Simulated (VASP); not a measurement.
# MgO (I4/mmm) in VASP: a series of runs

Runs on MgO. Level: r2SCAN. Tasks: single point.

Program: VASP 6.6.1. These are calculated values, not measurements. Logs are shortened: lines on timing, memory, paths and dates and some standing lists are left out, and cuts for length are marked.

### 1 The cell of the first run

It takes space group I4/mmm (No. 139, tetragonal). The conventional cell has a = 2.960 Å, b = 2.960 Å, c = 4.288 Å, α = 90.00°, β = 90.00°, γ = 90.00°. Within 2.8 Å of Mg (site symmetry 4/mmm) lie 6 O at 2.09 to 2.14 Å. O (site symmetry 4/mmm) has 6 Mg at 2.09 to 2.14 Å within 2.8 Å.

### 2 Single point, r2SCAN (uniaxial strain along c: +2.0 %, then relaxed in part)

File POSCAR:

```
MgO
1.0
    2.0928267201      2.0928267201      0.0000000000
   -2.0928267201      2.0928267201      0.0000000000
    0.0000000000      0.0000000000      4.2884899423
Mg O
2 2
Direct
    0.0000000000      0.0000000000      0.0000000000
    0.5000000000      0.5000000000      0.5000000000
    0.5000000000      0.5000000000      0.0000000000
    0.0000000000      0.0000000000      0.5000000000
```

File INCAR.step1:

```
SYSTEM = MgO
PREC = Accurate ; ENCUT = 520
ISMEAR = 0 ; SIGMA = 0.02
LREAL = .FALSE. ; LASPH = .TRUE.
NELM = 80 ; NBANDS = 16
GGA = PE ; ALGO = Normal
EDIFF = 1E-4 ; LWAVE = .TRUE.
LCHARG = .FALSE.
```

File INCAR.step2:

```
SYSTEM = MgO
PREC = Accurate ; ENCUT = 520
EDIFF = 1E-7 ; ISMEAR = 0
SIGMA = 0.02 ; LREAL = .FALSE.
LASPH = .TRUE. ; NELM = 80
ALGO = Normal ; ISIF = 2
LWAVE = .FALSE. ; LCHARG = .FALSE.
METAGGA = R2SCAN ; LMIXTAU = .TRUE.
NBANDS = 16 ; ISTART = 1
```

File KPOINTS:

```
regular mesh
0
G
  8 8 6
  0 0 0
```

Potentials or basis: VASP PAW PBE potentials, release 64 (Mg, O).

Started as:

```bash
cat potpaw_PBE.64/Mg/POTCAR potpaw_PBE.64/O/POTCAR > POTCAR
cp INCAR.step1 INCAR
mpirun -np 1 vasp_std > vasp.out
cp INCAR.step2 INCAR
mpirun -np 1 vasp_std > vasp.out
```

OUTCAR:

```text
SYSTEM = MgO
   PREC = Accurate
   ENCUT = 520
   EDIFF = 1E-7
   ISMEAR = 0
   LREAL = .FALSE.
   LASPH = .TRUE.
   NELM = 80
   ISIF = 2
   METAGGA = R2SCAN
   ISTART = 1

 ion  position               nearest neighbor table
   1  0.000  0.000  0.000-   3 2.09   3 2.09   3 2.09   3 2.09   4 2.14   4 2.14   2 3.00   2 3.00
                             2 3.00   2 3.00   2 3.00   2 3.00   2 3.00   2 3.00
   2  0.500  0.500  0.500-   4 2.09   4 2.09   4 2.09   4 2.09   3 2.14   3 2.14   1 3.00   1 3.00
                             1 3.00   1 3.00   1 3.00   1 3.00   1 3.00   1 3.00
   3  0.500  0.500  0.000-   1 2.09   1 2.09   1 2.09   1 2.09   2 2.14   2 2.14
   4  0.000  0.000  0.500-   2 2.09   2 2.09   2 2.09   2 2.09   1 2.14   1 2.14

  LATTYP: Found a simple tetragonal cell.
 ALAT       =     2.9597039313
 C/A-ratio  =     1.4489590993

  Lattice vectors:

 A1 = (   2.0928267201,   2.0928267201,   0.0000000000)
 A2 = (  -2.0928267201,   2.0928267201,   0.0000000000)
 A3 = (   0.0000000000,   0.0000000000,   4.2884899423)

Analysis of symmetry for initial positions (statically):
=====================================================================
 Subroutine PRICEL returns following result:

  LATTYP: Found a body centered tetragonal cell.
 ALAT       =     2.9597039313
 C/A-ratio  =     1.4489590993

  Lattice vectors:

 A1 = (   2.0928267201,   0.0000000000,  -2.1442449712)
 A2 = (  -2.0928267201,   0.0000000000,  -2.1442449712)
 A3 = (   0.0000000000,   2.0928267201,   2.1442449712)

   2 primitive cells build up your supercell.

 Routine SETGRP: Setting up the symmetry group for a
 simple tetragonal supercell.

 Subroutine GETGRP returns: Found 16 space group operations
 (whereof 16 operations were pure point group operations)
 out of a pool of 16 trial point group operations.

The static configuration has the point symmetry D_4h.

Analysis of symmetry for dynamics (positions and initial velocities):
=====================================================================
 Subroutine PRICEL returns following result:

  LATTYP: Found a body centered tetragonal cell.
 ALAT       =     2.9597039313
 C/A-ratio  =     1.4489590993

  Lattice vectors:

 A1 = (   2.0928267201,   0.0000000000,  -2.1442449712)
 A2 = (  -2.0928267201,   0.0000000000,  -2.1442449712)
 A3 = (   0.0000000000,   2.0928267201,   2.1442449712)

   2 primitive cells build up your supercell.

[... 101 lines left out ...]
   ISPIN  =      1    spin polarized calculation?
   LNONCOLLINEAR =      F non collinear calculations
   LSORBIT =      F    spin-orbit coupling
   LASPH  =      T    aspherical Exc in radial PAW
   ENCUT  =  520.0 eV  38.22 Ry    6.18 a.u.   5.50  5.50  7.97*2*pi/ulx,y,z
   NELM   =     80;   NELMIN=  2; NELMDL=  0     # of ELM steps
   EDIFF  = 0.1E-06   stopping-criterion for ELM
   LREAL  =      F    real-space projection
   EDIFFG = 0.1E-05   stopping-criterion for IOM
   NSW    =      0    number of steps for IOM
   IBRION =     -1    ionic relax: 0-MD 1-quasi-New 2-CG
   NFREE  =      0    steps in history (QN), initial steepest desc. (CG)
   ISIF   =      2    stress and relaxation
   ISYM   =      2    0-nonsym 1-usesym 2-fastsym
   POTIM  = 0.5000    time-step for ionic-motion
   TEBEG  =    0.0;   TEEND  =   0.0 temperature during run
   PSTRESS=    0.0 pullay stress
   NELECT =      16.0000    total number of electrons
   NUPDOWN=      -1.0000    fix difference up-down
   EMIN   =  10.00;   EMAX   =-10.00  energy-range for DOS
   EFERMI =   0.00;   METHOD = LEGACY
   ISMEAR =     0;   SIGMA  =   0.02  broadening in eV -4-tet -1-fermi 0-gaus
   EFERMI_NEDOS =   21; number of points for ismear=-14 and -15
   IALGO  =     38    algorithm
   IMIX   =      4    mixing-type and parameters
     AMIX     =   0.40;   BMIX     =  1.00
     AMIX_MAG =   1.60;   BMIX_MAG =  1.00
  volume/ion in A,a.u.               =       9.39        63.38
  Fermi-wavevector in a.u.,A,eV,Ry     =   1.231727  2.327627 20.642103  1.517152
  Thomas-Fermi vector in A             =   2.366525
   LORBIT       =      0    0 simple, 1 ext, 2 COOP (PROOUT), +10 PAW based schemes
   METAGGA = R2SCAN    functional components
   LHFCALC =     F    Hartree Fock is set to
   AEXX    =    0.0000 exact exchange contribution
   IVDW    =     0    specifies the selected vdW correction
   LEPSILON=     F    determine dielectric tensor
   LRPA    =     F    only Hartree local field effects (RPA)
 non-spin polarized calculation
 Gauss-broadening in eV      SIGMA  =   0.02
  energy-cutoff  :      520.00
  volume of cell :       37.57
 maximum number of plane-waves:      1028
 NGX is ok and might be reduce to    24
   NGX = 11   NGY = 11   NGZ = 15

 number of electron      15.9999980 magnetization

 Free energy of the ion-electron system (eV)
  ---------------------------------------------------
  ext. energy  EPLUGINS =         0.00000000
  ---------------------------------------------------
  free energy    TOTEN  =       -32.30854846 eV

  energy without entropy =      -32.30854846  energy(sigma->0) =      -32.30854846

 E-fermi :   2.9143     XC(G=0): -11.5658

 val. band max:        2.7696122563   @ k =   0.0000   0.0000   0.0000
 cond. band min:       8.2805755576   @ k =   0.0000   0.0000   0.0000
 fundamental gap:      5.5109633013
 Fermi energy:         2.9143074776

 k-point     1 :       0.0000    0.0000    0.0000
  band No.  band energies     occupation
      1     -15.4383      2.00000
      2     -14.0004      2.00000
      3      -1.3956      2.00000
      4       1.4384      2.00000
      5       1.4384      2.00000
      6       2.7179      2.00000
[... 433 lines left out ...]
      3      -1.0910      2.00000
      4      -1.0910      2.00000
      5       1.1299      2.00000
      6       1.1299      2.00000
[... 8 lines left out ...]
     15      21.0873      0.00000
     16      21.0873      0.00000

 [... further k-points ...]
[... 5 lines left out ...]
  --------------------------------------------------------------------------------------
  -------------------------------------------------------------------------------------
  Total       -0.2657147     -0.2657147     -1.3774444      0.0000000      0.0000000      0.0000000
  in kB      -11.3324856    -11.3324856    -58.7467318      0.0000000      0.0000000      0.0000000
  external PRESSURE =     -27.1372343 kB  Pullay stress =       0.0000000 kB

 VOLUME and BASIS-vectors are now :
 -----------------------------------------------------------------------------
  energy-cutoff  :      520.00
  volume of cell :       37.57
      direct lattice vectors                 reciprocal lattice vectors
     2.092826720  2.092826720  0.000000000     0.238911323  0.238911323  0.000000000
    -2.092826720  2.092826720  0.000000000    -0.238911323  0.238911323  0.000000000
     0.000000000  0.000000000  4.288489942     0.000000000  0.000000000  0.233182312

 POSITION                                       TOTAL-FORCE (eV/Angst)
 -----------------------------------------------------------------------------------
      0.00000      0.00000      0.00000        -0.000000     -0.000000      0.000000
      0.00000      2.09283      2.14424        -0.000000     -0.000000      0.000000
      0.00000      2.09283      0.00000         0.000000      0.000000     -0.000000
      0.00000      0.00000      2.14424         0.000000     -0.000000      0.000000
 -----------------------------------------------------------------------------------
    total drift:                                0.000000     -0.000000     -0.000000

  FREE ENERGIE OF THE ION-ELECTRON SYSTEM (eV)
  ---------------------------------------------------
  free  energy   TOTEN  =       -32.3085484602 eV

  energy  without entropy=      -32.3085484602  energy(sigma->0) =      -32.30854846
```

OUTCAR.step1:

```text
SYSTEM = MgO
   PREC = Accurate
   ENCUT = 520
   ISMEAR = 0
   LREAL = .FALSE.
   LASPH = .TRUE.
   NELM = 80
[... 705 lines left out ...]
      0.00000      2.09283      2.14424        -0.000000     -0.000000      0.000000
      0.00000      2.09283      0.00000         0.000000      0.000000     -0.000000
      0.00000      0.00000      2.14424        -0.000000     -0.000000      0.000000
 -----------------------------------------------------------------------------------
    total drift:                                0.000000     -0.000000     -0.000000

  FREE ENERGIE OF THE ION-ELECTRON SYSTEM (eV)
  ---------------------------------------------------
  free  energy   TOTEN  =       -23.8065276397 eV

  energy  without entropy=      -23.8065276397  energy(sigma->0) =      -23.80652764
```

OSZICAR.step1:

```text
N       E                     dE             d eps       ncg     rms          rms(c)
DAV:   1     0.495804684324E+02    0.49580E+02   -0.79387E+03  2072   0.896E+02
DAV:   2    -0.241995437394E+02   -0.73780E+02   -0.68096E+02  2616   0.195E+02
DAV:   3    -0.269232410779E+02   -0.27237E+01   -0.27179E+01  2176   0.356E+01
DAV:   4    -0.269321209612E+02   -0.88799E-02   -0.88795E-02  2488   0.239E+00
DAV:   5    -0.269321576902E+02   -0.36729E-04   -0.36729E-04  2176   0.150E-01    0.102E+01
DAV:   6    -0.238370063934E+02    0.30952E+01   -0.79695E+00  1920   0.225E+01    0.311E+00
DAV:   7    -0.238184624506E+02    0.18544E-01   -0.13971E-01  1968   0.302E+00    0.194E+00
DAV:   8    -0.238082384325E+02    0.10224E-01   -0.62245E-02  2000   0.279E+00    0.436E-01
DAV:   9    -0.238067208841E+02    0.15175E-02   -0.10615E-03  2464   0.319E-01    0.223E-01
DAV:  10    -0.238065389749E+02    0.18191E-03   -0.18473E-03  2032   0.340E-01    0.417E-02
DAV:  11    -0.238065276397E+02    0.11335E-04   -0.34815E-05  1088   0.580E-02
   1 F= -.23806528E+02 E0= -.23806528E+02  d E =-.343675E-17
```

Run time: 1.7 min. Hardware: 1 thread of Intel Xeon Platinum 8259CL at 2.50GHz (Skylake/Cascade Lake), shared host; peak memory 0.17 GiB.

What came out:

```
Free energy            : -32.3085 eV
Pressure               : -2.7 GPa
Band gap on the k mesh : 5.51 eV
```

Levels at points of the mesh, in eV from the valence-band top:
```
           k point  band 5  band 6  band 7  band 8  band 9  band 10  band 11  band 12
(0.00, 0.00, 0.00)   -1.33   -0.05   -0.05    0.00    5.51    10.16    11.00    13.98
(0.50, 0.00, 0.00)   -2.02   -2.02   -0.67   -0.67   10.39    10.39    12.61    12.61
(0.50, 0.50, 0.00)   -1.51   -1.51   -1.36   -1.36    9.91     9.91    10.96    10.96
(0.00, 0.00, 0.50)   -0.75   -0.75   -0.75   -0.75    8.92     8.92    12.17    12.17
(0.50, 0.00, 0.50)   -0.73   -0.73   -0.68   -0.68    8.73     8.73    13.70    13.70
(0.50, 0.50, 0.50)   -3.01   -3.01   -1.72   -1.72   12.60    12.60    12.60    12.60
```

Caveat: the cell differs from its parent crystal (uniaxial strain along c: +2.0 %, then relaxed in part); the PAW data sets were made with another functional, which shifts forces and pressure a little.

### 3 Single point, r2SCAN (uniaxial strain along c: +2.0 %)

POSCAR, as its differences from that of step 2:

```diff
@@ -2,4 +2,4 @@
 1.0
-    2.0928267201      2.0928267201      0.0000000000
-   -2.0928267201      2.0928267201      0.0000000000
+    2.0916899474      2.0916899474      0.0000000000
+   -2.0916899474      2.0916899474      0.0000000000
     0.0000000000      0.0000000000      4.2884899423
```

INCAR.step1, as its differences from that of step 2:

```diff
@@ -4,3 +4,3 @@
 LREAL = .FALSE. ; LASPH = .TRUE.
-NELM = 80 ; NBANDS = 16
+NELM = 100 ; NBANDS = 16
 GGA = PE ; ALGO = Normal
```

File INCAR.step2:

```
SYSTEM = MgO
PREC = Accurate ; ENCUT = 520
EDIFF = 1E-6 ; ISMEAR = 0
SIGMA = 0.02 ; LREAL = .FALSE.
LASPH = .TRUE. ; NELM = 100
ALGO = Normal ; ISIF = 2
LWAVE = .FALSE. ; LCHARG = .FALSE.
METAGGA = R2SCAN ; LMIXTAU = .TRUE.
NBANDS = 16 ; ISTART = 1
```

File KPOINTS:

```
Automatic mesh
0
G
  8 8 6
  0 0 0
```

Potentials or basis: VASP PAW PBE potentials, release 64 (Mg, O).

Started as:

```bash
cat potpaw_PBE.64/Mg/POTCAR potpaw_PBE.64/O/POTCAR > POTCAR
cp INCAR.step1 INCAR
mpirun -np 1 vasp_std > vasp.out
cp INCAR.step2 INCAR
mpirun -np 1 vasp_std > vasp.out
```

It took 97 s on 1 thread of Intel Xeon Platinum 8259CL at 2.50GHz (Skylake/Cascade Lake), shared host; peak memory 0.17 GiB.

It converged, with:

```yaml
Free_energy: -32.3087 eV
Pressure: -2.5 GPa
Band_gap_on_the_k_mesh: 5.52 eV
```

Stress tensor (GPa, compression positive):
```
-0.91  0.00  0.00
 0.00 -0.91  0.00
 0.00  0.00 -5.78
```

Levels at points of the mesh, in eV from the valence-band top:
| k point | band 4 | band 5 | band 6 | band 7 | band 8 | band 9 | band 10 | band 11 | band 12 | band 13 |
| --- | --- | --- | --- | --- | --- | --- | --- | --- | --- | --- |
| (0.00, 0.00, 0.00) | -1.33 | -1.33 | -0.05 | -0.05 | 0.00 | 5.52 | 10.17 | 11.01 | 13.98 | 16.60 |
| (0.50, 0.00, 0.00) | -3.57 | -2.02 | -2.02 | -0.68 | -0.68 | 10.40 | 10.40 | 12.61 | 12.61 | 15.15 |
| (0.50, 0.50, 0.00) | -4.09 | -1.52 | -1.52 | -1.36 | -1.36 | 9.91 | 9.91 | 10.97 | 10.97 | 14.32 |
| (0.00, 0.00, 0.50) | -2.63 | -0.75 | -0.75 | -0.75 | -0.75 | 8.93 | 8.93 | 12.18 | 12.18 | 16.29 |
| (0.50, 0.00, 0.50) | -4.63 | -0.73 | -0.73 | -0.68 | -0.68 | 8.73 | 8.73 | 13.71 | 13.71 | 17.08 |
| (0.50, 0.50, 0.50) | -3.01 | -3.01 | -3.01 | -1.72 | -1.72 | 12.61 | 12.61 | 12.61 | 12.61 | 13.23 |

Caveat: the cell differs from its parent crystal (uniaxial strain along c: +2.0 %); the PAW data sets were made with another functional, which shifts forces and pressure a little.

(Part 1 of 2 ends here.)
